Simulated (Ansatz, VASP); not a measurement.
One calculation of Ru, two programs

File INCAR:

```
SYSTEM = Ru
ALGO     = Normal         ! electronic algorithm
EDIFF    = 1E-8           ! SCF threshold, eV
ENCUT    = 520            ! plane-wave cutoff, eV
GGA      = PE             ! functional
ISIF     = 2              ! what is computed and relaxed
ISMEAR   = -1             ! smearing method
LASPH    = .True.         ! aspherical terms in the spheres
LCHARG   = .False.        ! write CHGCAR
LEFG     = .True.       
LREAL    = .False.        ! projectors in reciprocal space
LWAVE    = .False.        ! write WAVECAR
NBANDS   = 21             ! bands
NELM     = 100            ! most SCF steps
PREC     = Accurate       ! precision mode
SIGMA    = 0.03           ! smearing width, eV
```

The input KPOINTS:

```
k-points
0
Gamma
  14 14 8
  0 0 0
```

Contents of POSCAR:

```
Ru
1.0
    2.7057993342     -0.0202934950      0.0000000000
   -1.3704743493      2.3534377085      0.0000000000
    0.0000000000      0.0000000000      4.2819000000
Ru
2
Direct
    0.3333333333      0.6666666667      0.2500000000
    0.6666666667      0.3333333333      0.7500000000
```

Input for Ansatz:

```yaml
crystal:
  lattice:
    - [2.7057993342, -0.020293495, 0.0]
    - [-1.3704743493, 2.3534377085, 0.0]
    - [0.0, 0.0, 4.2819]
  atoms:
    - { symbol: Ru, position: [0.3333333333, 0.6666666667, 0.25] }
    - { symbol: Ru, position: [0.6666666667, 0.3333333333, 0.75] }
kpoints:
  mp_grid: { grid: [14, 14, 8] }
scf:
  occupations: { method: fermi_dirac, width: 0.03 }
hamiltonian:
  xc: pbe
  pseudopotentials: { kind: all_electron, datasets: crystal }
output:
  forces: true
  stress: true
  eigenvalues: true
  efg: { contact_densities: true }
```

Change from the starting cell: xy shear strain of -1.5 %, crystal datasets.

Alike in both runs: task electric field gradients; functional PBE; k mesh 14 × 14 × 8; occupations fermi-dirac, width 0.03 eV; no spin polarisation.

```csv
,VASP,Ansatz
version,VASP 6.6.1,Ansatz 0.2.0
potentials or method,"VASP PAW PBE potentials, release 64 (Ru_pv), cutoff 520 eV","all-electron PAW with datasets made for the crystal, scalar-relativistic"
```

```tsv
	VASP	Ansatz	Ansatz less VASP
pressure (GPa)	4.5	4.6	+0.02
traceless stress, the component that is largest in VASP (GPa)	3.00	3.00	-0.004
rms of the force components (eV/Å)	0.039	0.039	+0.0001
size of Vzz on the site where it differs most (V/Å²)	13.0	10.3	-2.71
```

Atom by atom the forces differ by 0.000 eV/Å (rms over components). Ansatz ran all-electron here, and VASP with PAW potentials.
